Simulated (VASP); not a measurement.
# Ru2C (Pmmn) in VASP: relaxation of cell and atoms with PBE

Aim: the relaxation of cell and atoms of Ru2C with PBE.

Everything below comes from runs of VASP 6.6.1. Logs are shortened: lines on timing, memory, paths and dates and some standing lists are left out, and cuts for length are marked.

## Step 1: The cell of the first run

It takes space group Pmmn (No. 59, orthorhombic). The conventional cell has a = 4.390 Å, b = 4.735 Å, c = 3.775 Å, α = 90.00°, β = 90.00°, γ = 90.00°. Ru (site symmetry -1) has 4 Ru at 2.19 to 2.37 Å and 4 C at 2.35 to 2.63 Å within 2.9 Å. Within 3.1 Å of C (site symmetry mm2) lie 8 Ru at 2.35 to 2.63 Å.

The cell was built from a structure type or drawn by symmetry, and may not be a known phase.

## Step 2: Relaxation of cell and atoms, PBE

Contents of INCAR:

```
SYSTEM = Ru2C
PREC = Accurate
ENCUT = 600
EDIFF = 1E-6
ISMEAR = 0
SIGMA = 0.2
LREAL = .False.
LASPH = .True.
NELM = 80
ALGO = Normal
ISIF = 3
LWAVE = .False.
LCHARG = .False.
GGA = PE
IBRION = 2
NSW = 36
EDIFFG = -0.08
```

Contents of KPOINTS:

```
regular mesh
0
Gamma
  4 4 4
  0 0 0
```

Contents of POSCAR:

```
Ru2C
1.0
    4.3896195300      0.0000000000      0.0000000000
    0.0000000000      4.7350227900      0.0000000000
    0.0000000000      0.0000000000      3.7753576600
Ru C
4 2
Direct
    0.7500000000      0.7500000000      0.0000000000
    0.2500000000      0.2500000000      0.0000000000
    0.2500000000      0.7500000000      0.0000000000
    0.7500000000      0.2500000000      0.0000000000
    0.5000000000      0.0000000000      0.5489611400
    0.0000000000      0.5000000000      0.4510388600
```

Potentials or basis: VASP PAW PBE potentials, release 64 (Ru_pv, C).

The run is started by

```bash
$ cat potpaw_PBE.64/Ru_pv/POTCAR potpaw_PBE.64/C/POTCAR > POTCAR
$ mpirun -np 1 vasp_std > vasp.out
```

OUTCAR:

```text
SYSTEM = Ru2C
   PREC = Accurate
   ENCUT = 600
   EDIFF = 1E-6
   ISMEAR = 0
   LREAL = .False.
   LASPH = .True.
   NELM = 80
   ISIF = 3
   GGA = PE
   IBRION = 2
   NSW = 36
   EDIFFG = -0.08

 ion  position               nearest neighbor table
   1  0.750  0.750  0.000-   3 2.19   3 2.19   6 2.35   5 2.35   4 2.37   4 2.37   5 2.63   6 2.63
                             2 3.23   2 3.23   2 3.23   2 3.23
   2  0.250  0.250  0.000-   4 2.19   4 2.19   6 2.35   5 2.35   3 2.37   3 2.37   5 2.63   6 2.63
                             1 3.23   1 3.23   1 3.23   1 3.23
   3  0.250  0.750  0.000-   1 2.19   1 2.19   6 2.35   5 2.35   2 2.37   2 2.37   5 2.63   6 2.63
                             4 3.23   4 3.23   4 3.23   4 3.23
   4  0.750  0.250  0.000-   2 2.19   2 2.19   6 2.35   5 2.35   1 2.37   1 2.37   5 2.63   6 2.63
                             3 3.23   3 3.23   3 3.23   3 3.23
   5  0.500  0.000  0.549-   1 2.35   2 2.35   3 2.35   4 2.35   1 2.63   2 2.63   3 2.63   4 2.63

   6  0.000  0.500  0.451-   1 2.35   2 2.35   3 2.35   4 2.35   1 2.63   2 2.63   3 2.63   4 2.63

  LATTYP: Found a simple orthorhombic cell.
 ALAT       =     3.7753576600
 B/A-ratio  =     1.1627029610
 C/A-ratio  =     1.2541918452

  Lattice vectors:

 A1 = (   0.0000000000,   0.0000000000,   3.7753576600)
 A2 = (   4.3896195300,   0.0000000000,   0.0000000000)
 A3 = (   0.0000000000,   4.7350227900,   0.0000000000)

Analysis of symmetry for initial positions (statically):
=====================================================================
 Subroutine PRICEL returns:
 Original cell was already a primitive cell.

 Routine SETGRP: Setting up the symmetry group for a
 simple orthorhombic supercell.

 Subroutine GETGRP returns: Found  8 space group operations
 (whereof  4 operations were pure point group operations)
 out of a pool of  8 trial point group operations.

The static configuration has the point symmetry C_2v.
 The point group associated with its full space group is D_2h.

Analysis of symmetry for dynamics (positions and initial velocities):
=====================================================================
 Subroutine PRICEL returns:
 Original cell was already a primitive cell.

 Routine SETGRP: Setting up the symmetry group for a
 simple orthorhombic supercell.

 Subroutine GETGRP returns: Found  8 space group operations
 (whereof  4 operations were pure point group operations)
 out of a pool of  8 trial point group operations.

The dynamic configuration has the point symmetry C_2v.
 The point group associated with its full space group is D_2h.

 Subroutine INISYM returns: Found  8 space group operations
 (whereof  4 operations are pure point group operations),
 and found     1 'primitive' translations

[... 125 lines left out ...]
  Thomas-Fermi vector in A             =   2.637162
   LORBIT       =      0    0 simple, 1 ext, 2 COOP (PROOUT), +10 PAW based schemes
   GGA     = PE    functional components
   LHFCALC =     F    Hartree Fock is set to
   AEXX    =    0.0000 exact exchange contribution
   IVDW    =     0    specifies the selected vdW correction
   LEPSILON=     F    determine dielectric tensor
   LRPA    =     F    only Hartree local field effects (RPA)
 conjugate gradient relaxation of ions
 non-spin polarized calculation
 Gauss-broadening in eV      SIGMA  =   0.20
  energy-cutoff  :      600.00
  volume of cell :       78.47
 maximum number of plane-waves:      2658
 NGX is ok and might be reduce to    36
   NGX = 17   NGY = 19   NGZ = 15

--------------------------------------- Ionic step        1  -------------------------------------------

 number of electron      64.0000003 magnetization

 Free energy of the ion-electron system (eV)
  ---------------------------------------------------
  ext. energy  EPLUGINS =         0.00000000
  ---------------------------------------------------
  free energy    TOTEN  =       -41.72257552 eV

  energy without entropy =      -41.57362291  energy(sigma->0) =      -41.64809921

------------------------ aborting loop because EDIFF is reached ----------------------------------------

  FORCE on cell =-STRESS in cart. coord.  units (eV):
  Direction    XX          YY          ZZ          XY          YZ          ZX
  --------------------------------------------------------------------------------------
  -------------------------------------------------------------------------------------
  Total       34.6596559     22.6885375    -17.5260957      0.0000000      0.0000000      0.0000000
  in kB      707.6650949    463.2442421   -357.8398532      0.0000000      0.0000000      0.0000000
  external PRESSURE =     271.0231613 kB  Pullay stress =       0.0000000 kB
[... 101 lines left out ...]
  FREE ENERGIE OF THE ION-ELECTRON SYSTEM (eV)
  ---------------------------------------------------
  free  energy   TOTEN  =       -44.9115893291 eV

  energy  without entropy=      -44.7250775958  energy(sigma->0) =      -44.81833346

 E-fermi :   7.7839     XC(G=0): -11.9786

 val. band max:        7.7725036704   @ k =   0.5000   0.0000   0.0000
 cond. band min:       7.7909078054   @ k =   0.2500   0.0000   0.2500
 fundamental gap:      0.0184041350
 Fermi energy:         7.7838929249

 k-point     1 :       0.0000    0.0000    0.0000
  band No.  band energies     occupation
      1     -35.7787      2.00000
      2     -35.6365      2.00000
      3     -35.4622      2.00000
      4     -35.3804      2.00000
      5     -35.0721      2.00000
      6     -34.9826      2.00000
[... 973 lines left out ...]
     37       8.7818      0.00000
     38       8.7818      0.00000

 [... further k-points ...]

[... ionic steps 4 to 11 ...]

--------------------------------------- Ionic step       12  -------------------------------------------

 number of electron      64.0000021 magnetization

------------------------ aborting loop because EDIFF is reached ----------------------------------------
[... 75 lines left out ...]
--------------------------------------- Ionic step       14  -------------------------------------------

 number of electron      64.0000022 magnetization

 Free energy of the ion-electron system (eV)
  ---------------------------------------------------
  ext. energy  EPLUGINS =         0.00000000
  ---------------------------------------------------
  free energy    TOTEN  =       -50.17661171 eV

  energy without entropy =      -50.08937636  energy(sigma->0) =      -50.13299404

 E-fermi :  11.2663     XC(G=0): -13.5181

 val. band max:       11.2491482977   @ k =   0.2500   0.2500   0.2500
 cond. band min:      11.2737938882   @ k =   0.5000   0.5000   0.2500
 fundamental gap:      0.0246455905
 Fermi energy:        11.2663406697

 k-point     1 :       0.0000    0.0000    0.0000
  band No.  band energies     occupation
      1     -32.2676      2.00000
      2     -31.9976      2.00000
      3     -31.9973      2.00000
      4     -31.8952      2.00000
      5     -31.3048      2.00000
      6     -31.2591      2.00000
[... 1008 lines left out ...]
  FREE ENERGIE OF THE ION-ELECTRON SYSTEM (eV)
  ---------------------------------------------------
  free  energy   TOTEN  =       -50.1766117143 eV

  energy  without entropy=      -50.0893763646  energy(sigma->0) =      -50.13299404

 reached required accuracy - stopping structural energy minimisation
```

OSZICAR:

```text
N       E                     dE             d eps       ncg     rms          rms(c)
DAV:   1     0.800254023504E+03    0.80025E+03   -0.41669E+04  2060   0.200E+03
DAV:   2    -0.967859098477E+01   -0.80993E+03   -0.78684E+03  2196   0.572E+02
[... 145 lines left out ...]
DAV:   1    -0.501900797175E+02   -0.14517E-01   -0.40182E-01  2052   0.415E+00    0.787E-01
DAV:   2    -0.501785605949E+02    0.11519E-01   -0.31411E-02  2202   0.127E+00    0.264E-01
DAV:   3    -0.501768302638E+02    0.17303E-02   -0.48671E-03  2434   0.348E-01    0.111E-01
DAV:   4    -0.501766137599E+02    0.21650E-03   -0.12010E-03  2476   0.199E-01    0.517E-02
DAV:   5    -0.501766140698E+02   -0.30989E-06   -0.77052E-05  2384   0.613E-02    0.218E-02
DAV:   6    -0.501766119719E+02    0.20979E-05   -0.17037E-05  2294   0.173E-02    0.942E-03
DAV:   7    -0.501766117143E+02    0.25755E-06   -0.10785E-06  1140   0.756E-03
  14 F= -.50176612E+02 E0= -.50132994E+02  d E =-.104873E-02
```

CONTCAR:

```text
Ru2C
   1.00000000000000
     5.1578939262174011    0.0000000000000000    0.0000000000000000
     0.0000000000000000    5.1576072646523254    0.0000000000000000
     0.0000000000000000    0.0000000000000000    2.6372558303683382
  Ru              C
     4     2
Direct
     0.7500000000000000    0.7500000000000000    0.0000000000000000
     0.2500000000000000    0.2500000000000000    0.0000000000000000
     0.2500000000000000    0.7500000000000000    0.0000000000000000
     0.7500000000000000    0.2500000000000000    0.0000000000000000
     0.5000000000000000    0.0000000000000000    0.4992089764264114
     0.0000000000000000    0.5000000000000000    0.5007910235735885

  0.00000000E+00  0.00000000E+00  0.00000000E+00
  0.00000000E+00  0.00000000E+00  0.00000000E+00
  0.00000000E+00  0.00000000E+00  0.00000000E+00
  0.00000000E+00  0.00000000E+00  0.00000000E+00
  0.00000000E+00  0.00000000E+00  0.00000000E+00
  0.00000000E+00  0.00000000E+00  0.00000000E+00
```

Wall time 12 min (1 thread of Intel Xeon Platinum 8259CL at 2.50GHz (Skylake/Cascade Lake), shared host); peak memory 0.27 GiB.

What came out:

```
Free energy                           : -50.1766 eV
Relaxed volume                        : 11.69 Å³/atom
Relaxed cell                          : a = 5.158 Å, b = 5.158 Å, c = 2.637 Å, α = 90.00°, β = 90.00°, γ = 90.00°
Space group after relaxing (to 0.1 Å) : P4/mmm (No. 123)
Energy gained by relaxing             : 1409.0 meV/atom
Ionic steps                           : 14
Pressure after relaxing               : -0.1 GPa
Largest force after relaxing          : 0.017 eV/Å
Band gap on the k mesh                : zero (bands 32 and 33 overlap by 1.81 eV)
```

Forces on the atoms (eV/Å):
```
Ru   0.000  0.000  0.000
Ru   0.000  0.000  0.000
Ru   0.000  0.000  0.000
Ru   0.000  0.000  0.000
C    0.000  0.000  0.017
C    0.000  0.000 -0.017
```

Stress tensor (GPa, compression positive):
```
-0.10  0.00  0.00
 0.00  0.04  0.00
 0.00  0.00 -0.28
```

Step by step:
```
step  energy change (eV)  largest force (eV/Å)  pressure (GPa)  volume (Å³)
   1              0.0000                0.7669           27.10        78.47
   2             -1.9407                0.6918          -41.82       101.92
   3             -3.1890                0.6293          -27.47        91.32
   4             -3.1994                0.6338          -25.22        90.33
   5             -8.1515                1.1197           -5.87        72.47
   6             -8.2119                1.2221           -1.22        71.15
   7             -8.2119                1.2524            0.37        70.75
   8             -8.3224                0.9094            0.85        70.26
   9             -8.3443                0.6312            1.82        69.89
  10             -8.4265                0.2734           -0.96        70.40
  11             -8.4435                0.0307           -2.48        70.74
  12             -8.4499                0.0424            2.22        69.62
  13             -8.4530                0.0145            0.51        70.02
  14             -8.4540                0.0168           -0.12        70.16
```

Final structure:
```
Ru C
1.0
     5.15789    0.00000    0.00000
     0.00000    5.15761    0.00000
     0.00000    0.00000    2.63726
Ru C
4 2
Cartesian
  3.8684 3.8682 0.0000
  1.2895 1.2894 0.0000
  1.2895 3.8682 0.0000
  3.8684 1.2894 0.0000
  2.5789 0.0000 1.3165
  0.0000 2.5788 1.3207
```

Caveat: the k points lie up to 0.60 Å⁻¹ apart in the final cell, too coarse for converged energies and pressures of a metal; a cell axis changed by over 15 % at a fixed basis, so the end point is rough.
